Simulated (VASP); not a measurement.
A run of VASP 6.6.1 is set up as follows.

INCAR

```
SYSTEM = MgS
ALGO = Normal ; EDIFF = 1E-6
ENCUT = 520 ; GGA = PE
ISIF = 2 ; ISMEAR = 0
LASPH = .True. ; LCHARG = .False.
LREAL = .False. ; LWAVE = .False.
NBANDS = 11 ; NELM = 100
PREC = Accurate ; SIGMA = 0.023
```

Contents of KPOINTS:

```
k-points
0
Gamma
  9 9 9
  0 0 0
```

The input POSCAR:

```
MgS
1.0
    0.0000000000      2.6016500000      2.6016500000
    2.6016500000      0.0000000000      2.6016500000
    2.6016500000      2.6016500000      0.0000000000
S Mg
1 1
Direct
    0.5000000000      0.5000000000      0.5000000000
    0.0000000000      0.0000000000      0.0000000000
```

Potentials or basis: VASP PAW PBE potentials, release 64 (S, Mg).

Launch:

```sh
$ cat potpaw_PBE.64/S/POTCAR potpaw_PBE.64/Mg/POTCAR > POTCAR
$ mpirun -np 1 vasp_std > vasp.out
```

(1) What does it give for the band gap on the k mesh?

(2) Estimate the pressure.

## Answers

(1) 2.91 eV, indirect (least direct gap 3.71 eV).

(2) 0.9 GPa.
